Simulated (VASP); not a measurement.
Set up this calculation in VASP 6.6.1, as the native input.

- Task: single point
- Functional: PBE
- Potentials or basis: VASP PAW PBE potentials, release 64 (Al, Ni)
- Cutoff: 600 eV
- k mesh: 14 × 14 × 14
- Occupations: gaussian, width 0.1 eV
- Spin: no spin polarisation
- Dipole correction: no
- Further INCAR settings: ALGO = Normal; EDIFF = 1e-06; NBANDS = 24

The structure of AlNi3 lies in POSCAR:

```
AlNi3
1.0
    0.0000000000      2.8358889503      2.8358889503
    2.8358889503      0.0000000000      2.8358889503
    2.8358889503      2.8358889503      0.0000000000
Al Ni
1 3
Direct
    0.5000000000      0.5000000000      0.5000000000
    0.2500000000      0.2500000000      0.2500000000
    0.0000000000      0.0000000000      0.0000000000
    0.7500000000      0.7500000000      0.7500000000
```

These files were run (other wordings do the same):

INCAR

```
PREC     = Accurate       # precision mode
ENCUT    = 600            # plane-wave cutoff, eV
EDIFF    = 1E-6           # SCF threshold, eV
ISMEAR   = 0              # smearing method
SIGMA    = 0.1            # smearing width, eV
LREAL    = False          # projectors in reciprocal space
LASPH    = True           # aspherical terms in the spheres
NELM     = 120            # most SCF steps
ALGO     = Normal         # electronic algorithm
ISIF     = 2              # what is computed and relaxed
LWAVE    = False          # write WAVECAR
LCHARG   = True           # write CHGCAR
GGA      = PE             # functional
LELF     = True           # ELF
LVHAR    = True         
NBANDS   = 24             # bands
GGA_COMPAT= False
```

KPOINTS

```
Automatic mesh
0
Gamma
  14 14 14
```

Potentials or basis: VASP PAW PBE potentials, release 64 (Al, Ni).

The run is started by

```sh
$ cat potpaw_PBE.64/Al/POTCAR potpaw_PBE.64/Ni/POTCAR > POTCAR
$ mpirun -np 1 vasp_std > vasp.out
```

It gave:

```json
{"Pressure": "0.0 GPa"}
```

Wall time 2.9 min on 1 thread of AMD EPYC 7R43 64-Core Processor (Zen 3) (shared host), peak memory 0.22 GiB.
